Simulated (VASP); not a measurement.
Here is a VASP 6.6.1 calculation.

File INCAR:

```
SYSTEM = CO2
PREC = Accurate
ENCUT = 520
EDIFF = 1E-6
ISMEAR = 0
SIGMA = 0.05
LREAL = .FALSE.
LASPH = .TRUE.
NELM = 60
ALGO = Normal
ISIF = 2
LWAVE = .FALSE.
LCHARG = .FALSE.
GGA = PE
NBANDS = 44
```

Contents of KPOINTS:

```
Automatic mesh
0
G
  4 4 4
  0 0 0
```

The input POSCAR:

```
CO2
1.0
    6.0577362522      0.0000000000     -0.6814953284
    0.0000000000      6.0577362522      0.0000000000
   -0.6814953284      0.0000000000      5.8154268021
C O
4 8
Direct
    0.0000000000      0.0000000000      0.0000000000
    0.5000000000      0.0000000000      0.5000000000
    0.5000000000      0.5000000000      0.0000000000
    0.0000000000      0.5000000000      0.5000000000
    0.1114834447      0.1114834447      0.1114834447
    0.3885165553      0.8885165553      0.6114834447
    0.6114834447      0.3885165553      0.8885165553
    0.8885165553      0.6114834447      0.3885165553
    0.8885165553      0.8885165553      0.8885165553
    0.6114834447      0.1114834447      0.3885165553
    0.3885165553      0.6114834447      0.1114834447
    0.1114834447      0.3885165553      0.6114834447
```

Potentials or basis: VASP PAW PBE potentials, release 64 (C, O).

Run with:

```console
$ cat potpaw_PBE.64/C/POTCAR potpaw_PBE.64/O/POTCAR > POTCAR
$ mpirun -np 1 vasp_std > vasp.out
```

Q: Predict the band gap on the k mesh.

A: 6.46 eV.

Q: Estimate the pressure.

A: 10.4 GPa.

Q: Estimate the largest force.

A: 15.870 eV/Å.

Forces in eV/Å, atoms in the order of the input:
```
C     0.000   0.000   0.000
C     0.000   0.000   0.000
C     0.000   0.000   0.000
C     0.000   0.000   0.000
O     8.862  10.037   8.519
O     3.273   2.977  -3.230
O    -3.273   2.977   3.230
O    -8.862  10.037  -8.519
O    -8.862 -10.037  -8.519
O    -3.273  -2.977   3.230
O     3.273  -2.977  -3.230
O     8.862 -10.037   8.519
```

Caveat: the cell differs from its parent crystal (engineering shear strain xz -0.2250, normal strain along z -0.0400); the stress differs along the axes, from 8 to 14 GPa; this functional lacks dispersion, which holds the molecules together, so the pressure and a relaxed volume are unreliable; forces of over 1 eV/Å act on the atoms, so gaps and moduli don't describe the material at rest. A k mesh can miss the band edges.
